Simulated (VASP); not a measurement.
# In3SbAs2 (Pmm2) in VASP: single point with PBE

Aim: the single point of In3SbAs2 with PBE.

Everything below comes from runs of VASP 6.6.1. Logs are shortened: lines on timing, memory, paths and dates and some standing lists are left out, and cuts for length are marked.

### Step 1. The cell of the first run

It takes space group Pmm2 (No. 25, orthorhombic). The conventional cell has a = 2.942 Å, b = 5.661 Å, c = 9.269 Å, α = 90.00°, β = 90.00°, γ = 90.00°. Within 3.9 Å of In (site symmetry mm2) lie 2 Sb at 2.93 Å and 4 In at 2.94 to 3.09 Å and 2 As at 3.66 Å. In (site symmetry mm2) has 4 As at 2.93 to 3.66 Å and 4 In at 2.94 to 3.09 Å within 3.9 Å. In (site symmetry mm2) has 2 As at 2.93 Å and 4 In at 2.94 to 3.09 Å and 2 Sb at 3.66 Å within 3.9 Å. Within 3.9 Å of Sb (site symmetry mm2) lie 4 In at 2.93 to 3.66 Å and 2 Sb at 2.94 Å and 2 As at 3.09 Å. Within 3.9 Å of As (site symmetry mm2) lie 4 In at 2.93 to 3.66 Å and 3 As at 2.94 to 3.09 Å and 1 Sb at 3.09 Å. Within 3.9 Å of As (site symmetry mm2) lie 4 In at 2.93 to 3.66 Å and 3 As at 2.94 to 3.09 Å and 1 Sb at 3.09 Å.

### Step 2. Single point, PBE

INCAR reads:

```
PREC = Accurate
ENCUT = 520
EDIFF = 1E-6
ISMEAR = 0
SIGMA = 0.1
LREAL = F
LASPH = T
NELM = 100
ALGO = Normal
ISIF = 2
LWAVE = F
LCHARG = F
GGA = PE
NBANDS = 36
```

KPOINTS reads:

```
regular mesh
0
Gamma
  6 4 2
```

POSCAR reads:

```
In3SbAs2
1.0
    2.9415416800      0.0000000000      0.0000000000
    0.0000000000      5.6613846300      0.0000000000
    0.0000000000      0.0000000000      9.2690308500
In Sb As
3 1 2
Direct
    0.0000000000      0.0000000000      0.0000000000
    0.0000000000      0.0000000000      0.3333333300
    0.0000000000      0.0000000000      0.6666666700
    0.0000000000      0.5000000000      0.9166666700
    0.0000000000      0.5000000000      0.2500000000
    0.0000000000      0.5000000000      0.5833333300
```

Potentials or basis: VASP PAW PBE potentials, release 64 (In_d, Sb, As).

On the command line:

```
$ cat potpaw_PBE.64/In_d/POTCAR potpaw_PBE.64/Sb/POTCAR potpaw_PBE.64/As/POTCAR > POTCAR
$ mpirun -np 1 vasp_std > vasp.out
```

OUTCAR:

```text
PREC = Accurate
   ENCUT = 520
   EDIFF = 1E-6
   ISMEAR = 0
   LREAL = F
   LASPH = T
   NELM = 100
   ISIF = 2
   GGA = PE

 ion  position               nearest neighbor table
   1  0.000  0.000  0.000-   4 2.93   4 2.93   2 3.09   3 3.09
   2  0.000  0.000  0.333-   5 2.93   5 2.93   1 3.09   3 3.09
   3  0.000  0.000  0.667-   6 2.93   6 2.93   1 3.09   2 3.09   4 3.66   4 3.66
   4  0.000  0.500  0.917-   1 2.93   1 2.93   5 3.09   6 3.09   3 3.66   3 3.66
   5  0.000  0.500  0.250-   2 2.93   2 2.93   4 3.09
   6  0.000  0.500  0.583-   3 2.93   3 2.93   4 3.09

  LATTYP: Found a simple orthorhombic cell.
 ALAT       =     2.9415416800
 B/A-ratio  =     1.9246317904
 C/A-ratio  =     3.1510792157

  Lattice vectors:

 A1 = (   2.9415416800,   0.0000000000,   0.0000000000)
 A2 = (   0.0000000000,   5.6613846300,   0.0000000000)
 A3 = (   0.0000000000,   0.0000000000,   9.2690308500)

Analysis of symmetry for initial positions (statically):
=====================================================================
 Subroutine PRICEL returns:
 Original cell was already a primitive cell.

 Routine SETGRP: Setting up the symmetry group for a
 simple orthorhombic supercell.

 Subroutine GETGRP returns: Found  4 space group operations
 (whereof  4 operations were pure point group operations)
 out of a pool of  8 trial point group operations.

The static configuration has the point symmetry C_2v.

Analysis of symmetry for dynamics (positions and initial velocities):
=====================================================================
 Subroutine PRICEL returns:
 Original cell was already a primitive cell.

 Routine SETGRP: Setting up the symmetry group for a
 simple orthorhombic supercell.

 Subroutine GETGRP returns: Found  4 space group operations
 (whereof  4 operations were pure point group operations)
 out of a pool of  8 trial point group operations.

The dynamic configuration has the point symmetry C_2v.

 Subroutine INISYM returns: Found  4 space group operations
 (whereof  4 operations are pure point group operations),
 and found     1 'primitive' translations

----------------------------------------------------------------------------------------

                                     Primitive cell

  volume of cell :     154.3590

  direct lattice vectors                    reciprocal lattice vectors
     2.941541680  0.000000000  0.000000000     0.339957787  0.000000000  0.000000000
     0.000000000  5.661384630  0.000000000     0.000000000  0.176635234  0.000000000
     0.000000000  0.000000000  9.269030850     0.000000000  0.000000000  0.107886144

  length of vectors
     2.941541680  5.661384630  9.269030850     0.339957787  0.176635234  0.107886144

  position of ions in fractional coordinates (direct lattice)
     0.000000000  0.000000000  0.000000000
     0.000000000  0.000000000  0.333333330
     0.000000000  0.000000000  0.666666670
     0.000000000  0.500000000  0.916666670
     0.000000000  0.500000000  0.250000000
     0.000000000  0.500000000  0.583333330

  ion indices of the primitive-cell ions
   primitive index   ion index
                 1           1
                 2           2
                 3           3
                 4           4
                 5           5
                 6           6

----------------------------------------------------------------------------------------

 KPOINTS: regular mesh

Automatic generation of k-mesh.
 Grid dimensions read from file:
 generate k-points for:    6    4    2

 Generating k-lattice:

  Cartesian coordinates                     Fractional coordinates (reciprocal lattice)
     0.056659631  0.000000000  0.000000000     0.166666667  0.000000000  0.000000000
     0.000000000  0.044158809  0.000000000     0.000000000  0.250000000  0.000000000
     0.000000000  0.000000000  0.053943072     0.000000000  0.000000000  0.500000000

  Length of vectors
     0.056659631  0.044158809  0.053943072

  Shift w.r.t. Gamma in fractional coordinates (k-lattice)
     0.000000000  0.000000000  0.000000000

 Subroutine IBZKPT returns following result:
 ===========================================

 Found     24 irreducible k-points:

 Following reciprocal coordinates:
            Coordinates               Weight
  0.000000  0.000000  0.000000      1.000000
  0.166667  0.000000  0.000000      2.000000
  0.333333  0.000000  0.000000      2.000000
  0.500000  0.000000  0.000000      1.000000
  0.000000  0.250000  0.000000      2.000000
  0.166667  0.250000  0.000000      4.000000
[... 16 lines left out ...]
  0.333333  0.500000  0.500000      2.000000
  0.500000  0.500000  0.500000      1.000000
   k-points           NKPTS =     24   k-points in BZ     NKDIM =     24   number of bands    NBANDS=     36
   number of dos      NEDOS =    301   number of ions     NIONS =      6
   total plane-waves  NPLWV =  70560
   dimension x,y,z NGX =    24 NGY =   42 NGZ =   70
   dimension x,y,z NGXF=    48 NGYF=   84 NGZF=  140
   ions per type =               3   1   2
   NGX,Y,Z   is equivalent  to a cutoff of  13.56, 12.33, 12.55 a.u.
   NGXF,Y,Z  is equivalent  to a cutoff of  27.13, 24.67, 25.11 a.u.
 SYSTEM =  unknown system
   PREC   = accura    normal or accurate (medium, high low for compatibility)
   ISTART =      0    job   : 0-new  1-cont  2-samecut
   ICHARG =      2    charge: 1-file 2-atom 10-const
   ISPIN  =      1    spin polarized calculation?
   LNONCOLLINEAR =      F non collinear calculations
   LSORBIT =      F    spin-orbit coupling
   LASPH  =      T    aspherical Exc in radial PAW
   ENCUT  =  520.0 eV  38.22 Ry    6.18 a.u.   5.47 10.53 17.23*2*pi/ulx,y,z
   NELM   =    100;   NELMIN=  2; NELMDL= -5     # of ELM steps
   EDIFF  = 0.1E-05   stopping-criterion for ELM
   LREAL  =      F    real-space projection
   EDIFFG = 0.1E-04   stopping-criterion for IOM
   NSW    =      0    number of steps for IOM
   IBRION =     -1    ionic relax: 0-MD 1-quasi-New 2-CG
   NFREE  =      0    steps in history (QN), initial steepest desc. (CG)
   ISIF   =      2    stress and relaxation
   ISYM   =      2    0-nonsym 1-usesym 2-fastsym
   POTIM  = 0.5000    time-step for ionic-motion
   TEBEG  =    0.0;   TEEND  =   0.0 temperature during run
   PSTRESS=    0.0 pullay stress
   NELECT =      54.0000    total number of electrons
   NUPDOWN=      -1.0000    fix difference up-down
   EMIN   =  10.00;   EMAX   =-10.00  energy-range for DOS
   EFERMI =   0.00;   METHOD = LEGACY
   ISMEAR =     0;   SIGMA  =   0.10  broadening in eV -4-tet -1-fermi 0-gaus
   EFERMI_NEDOS =   21; number of points for ismear=-14 and -15
   IALGO  =     38    algorithm
   IMIX   =      4    mixing-type and parameters
     AMIX     =   0.40;   BMIX     =  1.00
     AMIX_MAG =   1.60;   BMIX_MAG =  1.00
  volume/ion in A,a.u.               =      25.73       173.61
  Fermi-wavevector in a.u.,A,eV,Ry     =   1.153530  2.179855 18.104328  1.330631
  Thomas-Fermi vector in A             =   2.290173
   LORBIT       =      0    0 simple, 1 ext, 2 COOP (PROOUT), +10 PAW based schemes
   GGA     = PE    functional components
   LHFCALC =     F    Hartree Fock is set to
   AEXX    =    0.0000 exact exchange contribution
   IVDW    =     0    specifies the selected vdW correction
   LEPSILON=     F    determine dielectric tensor
   LRPA    =     F    only Hartree local field effects (RPA)
 non-spin polarized calculation
 Gauss-broadening in eV      SIGMA  =   0.10
  energy-cutoff  :      520.00
  volume of cell :      154.36
 maximum number of plane-waves:      4186
 NGX is ok and might be reduce to    24
   NGX = 11   NGY = 21   NGZ = 35

 number of electron      53.9999991 magnetization

 Free energy of the ion-electron system (eV)
  ---------------------------------------------------
  ext. energy  EPLUGINS =         0.00000000
  ---------------------------------------------------
  free energy    TOTEN  =       -20.35129920 eV

  energy without entropy =      -20.32993419  energy(sigma->0) =      -20.34061670

 E-fermi :   6.5799     XC(G=0):  -9.9558

 val. band max:        6.5608476034   @ k =   0.3333   0.2500   0.0000
 cond. band min:       6.5864645349   @ k =   0.5000   0.5000   0.5000
 fundamental gap:      0.0256169315
 Fermi energy:         6.5799454213

 k-point     1 :       0.0000    0.0000    0.0000
  band No.  band energies     occupation
      1      -8.6344      2.00000
      2      -8.5223      2.00000
      3      -8.4543      2.00000
      4      -8.3744      2.00000
      5      -8.2247      2.00000
      6      -8.1218      2.00000
[... 28 lines left out ...]
     35      12.9120      0.00000
     36      12.9466      0.00000

 k-point     2 :       0.1667    0.0000    0.0000
  band No.  band energies     occupation
      1      -8.4928      2.00000
      2      -8.3789      2.00000
      3      -8.2882      2.00000
      4      -8.2499      2.00000
      5      -8.2118      2.00000
      6      -8.1095      2.00000
[... 28 lines left out ...]
     35      12.8595      0.00000
     36      13.2502      0.00000

 k-point     3 :       0.3333    0.0000    0.0000
  band No.  band energies     occupation
      1      -8.3861      2.00000
      2      -8.2623      2.00000
      3      -8.2131      2.00000
      4      -8.1902      2.00000
      5      -8.1852      2.00000
      6      -8.1206      2.00000
[... 28 lines left out ...]
     35      10.8223      0.00000
     36      11.3747      0.00000
[... 742 lines left out ...]
 k-point    23 :       0.3333    0.5000    0.5000
  band No.  band energies     occupation
      1      -8.2937      2.00000
      2      -8.2885      2.00000
      3      -8.2214      2.00000
      4      -8.2098      2.00000
      5      -8.1988      2.00000
      6      -8.1144      2.00000
[... 28 lines left out ...]
     35      10.0573      0.00000
     36      11.2528      0.00000

 k-point    24 :       0.5000    0.5000    0.5000
  band No.  band energies     occupation
      1      -8.3843      2.00000
      2      -8.2983      2.00000
      3      -8.2702      2.00000
      4      -8.1966      2.00000
      5      -8.1893      2.00000
      6      -8.1892      2.00000
[... 28 lines left out ...]
     35      10.9221      0.00000
     36      11.0802      0.00000

------------------------ aborting loop because EDIFF is reached ----------------------------------------

  FORCE on cell =-STRESS in cart. coord.  units (eV):
  Direction    XX          YY          ZZ          XY          YZ          ZX
  --------------------------------------------------------------------------------------
  -------------------------------------------------------------------------------------
  Total       -0.4377729      3.9980865     -1.3323940      0.0000000      0.0000000      0.0000000
  in kB       -4.5438866     41.4983446    -13.8296520      0.0000000      0.0000000      0.0000000
  external PRESSURE =       7.7082687 kB  Pullay stress =       0.0000000 kB

 VOLUME and BASIS-vectors are now :
 -----------------------------------------------------------------------------
  energy-cutoff  :      520.00
  volume of cell :      154.36
      direct lattice vectors                 reciprocal lattice vectors
     2.941541680  0.000000000  0.000000000     0.339957787  0.000000000  0.000000000
     0.000000000  5.661384630  0.000000000     0.000000000  0.176635234  0.000000000
     0.000000000  0.000000000  9.269030850     0.000000000  0.000000000  0.107886144

 POSITION                                       TOTAL-FORCE (eV/Angst)
 -----------------------------------------------------------------------------------
      0.00000      0.00000      0.00000         0.000000      0.000000      0.288521
      0.00000      0.00000      3.08968         0.000000      0.000000     -0.013894
      0.00000      0.00000      6.17935         0.000000      0.000000     -0.163822
      0.00000      2.83069      8.49661         0.000000      0.000000     -0.180823
      0.00000      2.83069      2.31726         0.000000      0.000000      0.056305
      0.00000      2.83069      5.40693         0.000000      0.000000      0.013713
 -----------------------------------------------------------------------------------
    total drift:                                0.000000     -0.000000     -0.000283

  FREE ENERGIE OF THE ION-ELECTRON SYSTEM (eV)
  ---------------------------------------------------
  free  energy   TOTEN  =       -20.3512991979 eV

  energy  without entropy=      -20.3299341936  energy(sigma->0) =      -20.34061670
```

Run time: 3.1 min. Hardware: 1 thread of Intel Xeon 8259CL, shared host; peak memory 0.33 GiB.

Results:

```yaml
Free_energy: -20.3513 eV
Pressure: 0.8 GPa
Largest_force: 0.289 eV/Å
Band_gap_on_the_k_mesh: zero (bands 27 and 28 overlap by 2.68 eV)
```

Forces on the atoms (eV/Å):
```
In   0.000  0.000  0.289
In   0.000  0.000 -0.014
In   0.000  0.000 -0.164
Sb   0.000  0.000 -0.181
As   0.000  0.000  0.056
As   0.000  0.000  0.014
```

Stress tensor (GPa, compression positive):
```
-0.45  0.00  0.00
 0.00  4.15  0.00
 0.00  0.00 -1.38
```

Levels at points of the mesh, in eV from the Fermi level:
```csv
k point,band 25,band 26,band 27,band 28,band 29,band 30
"(0.00, 0.00, 0.00)",-3.28,-3.21,0.97,1.02,2.81,3.29
"(0.50, 0.00, 0.00)",-1.49,-1.48,-1.10,-0.96,-0.76,-0.58
"(0.00, 0.50, 0.00)",-0.99,-0.33,0.72,1.48,1.76,2.46
"(0.50, 0.50, 0.00)",-2.69,-1.24,-1.13,-1.03,-0.91,1.84
"(0.00, 0.00, 0.50)",-2.49,-1.68,-0.23,0.01,1.96,3.81
"(0.50, 0.00, 0.50)",-2.11,-2.03,-1.13,-1.02,-0.28,0.33
"(0.00, 0.50, 0.50)",-0.23,-0.14,-0.07,1.35,1.62,1.96
"(0.50, 0.50, 0.50)",-2.31,-2.11,-1.86,0.01,0.16,1.78
```

Caveat: spin-orbit coupling is left out, which moves the levels of the heavy elements.
